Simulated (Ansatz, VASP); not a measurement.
**Two plane-wave programs on WS2**

```
W S
1.0
     1.52659    0.88138    6.56158
    -1.52659    0.88138    6.56158
     0.00000   -1.76275    6.56158
W S
1 2
Direct
  0.99933 0.99933 0.99933
  0.74796 0.74796 0.74796
  0.58401 0.58401 0.58401
```

Change from the starting cell: strain -0.030 along x and y, +0.030 along z, atoms carried along.

Alike in both runs: task single point; functional PBEsol; k mesh 12 × 12 × 12; occupations gaussian, width 0.05 eV; no spin polarisation.

```csv
,VASP,Ansatz
version,VASP 6.6.1,Ansatz 0.2.0
potentials or method,"VASP PAW PBE potentials, release 64 (W_sv, S), cutoff 520 eV","scalar-relativistic, plane waves, PAW"
valence electrons in the cell,26,26
```

```csv
,VASP,Ansatz,Ansatz less VASP
gap on the k mesh at the Fermi level (eV),1.39,1.38,-0.014
least direct gap on the mesh (eV),2.36,2.35,-0.005
pressure (GPa),5.2,5.0,-0.14
"traceless stress, the component that is largest in VASP (GPa)",-7.32,-7.32,+0.005
rms of the force components (eV/Å),0.096,0.107,+0.0105
```

VASP's potentials were made for PBE, not for PBEsol. Atom by atom the forces differ by 0.010 eV/Å (rms over components).

Spin-orbit coupling is off throughout.
